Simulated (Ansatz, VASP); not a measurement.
# Te: VASP beside Ansatz

```xyz
3
Lattice="5.5499 0.0000 0.0000 -2.7749 4.8063 0.0000 0.0000 0.0000 3.1023" Properties=species:S:1:pos:R:3 pbc="T T T"
Te    0.0000    0.0000    0.0000
Te    0.0000    3.2042    1.5512
Te    2.7749    1.6021    1.5512
```

Alike in both runs: functional PBEsol; k mesh 12 × 12 × 16; occupations gaussian, width 0.1 eV; no spin polarisation.

Ansatz relaxed the structure, and its values are those at the end. VASP's run is a single point on that final structure, the one shown.

|  | VASP | Ansatz |
| --- | --- | --- |
| version | VASP 6.6.1 | Ansatz 0.2.0 |
| potentials or method | VASP PAW PBE potentials, release 64 (Te), cutoff 520 eV | scalar-relativistic, plane waves, PAW |
| valence electrons in the cell | 18 | 48 |

```tsv
	VASP	Ansatz	Ansatz less VASP
gap on the k mesh at the Fermi level (eV)	none	none	-
pressure (GPa)	0.0	0.0	-0.01
```

VASP's potentials were made for PBE, not for PBEsol. A gap of «none» marks a metal or a gap that the smearing closes. VASP's potentials hold 18 valence electrons a cell and Ansatz's 48, so a difference there can come from the potentials and not from the codes.

Neither program's run includes spin-orbit coupling.
